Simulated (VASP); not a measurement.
As:

```
As
1.0
    -1.75825    1.75825    1.75825
     1.75825   -1.75825    1.75825
     1.75825    1.75825   -1.75825
As
1
Direct
  0.00000 0.00000 0.00000
```

This isn't the form of As at room conditions, which is rhombohedral.

- Program: VASP 6.6.1
- Task: relaxation of cell and atoms
- Functional: r2SCAN
- Potentials or basis: VASP PAW PBE potentials, release 64 (As)
- Cutoff: 600 eV
- k mesh: 8 × 8 × 8
- Occupations: gaussian, width 0.1 eV
- Spin: no spin polarisation

At the start: pressure -9.1 GPa; volume 21.74 Å³/atom.

Task: How do energy, volume and symmetry change on relaxing?

Result: Over 3 steps the energy falls by 95.9 meV/atom and the volume is 18.69 Å³/atom (-14.1 %); space group Im-3m (No. 229, to 0.1 Å) before and after.

The path:
```tsv
step	energy change (eV)	largest force (eV/Å)	pressure (GPa)	volume (Å³)
1	0.0000	0.0000	-9.10	21.74
2	-0.0916	0.0000	2.77	18.08
3	-0.0959	0.0000	-0.25	18.69
```

Final structure:
```
As
1.0
    -1.67165    1.67165    1.67165
     1.67165   -1.67165    1.67165
     1.67165    1.67165   -1.67165
As
1
Cartesian
  0.0000 0.0000 0.0000
```

Caveat: the PAW data sets were made with another functional, which shifts forces and pressure a little; an odd number of electrons without spin polarisation forces a metal; a magnetic or distorted state may lie lower.
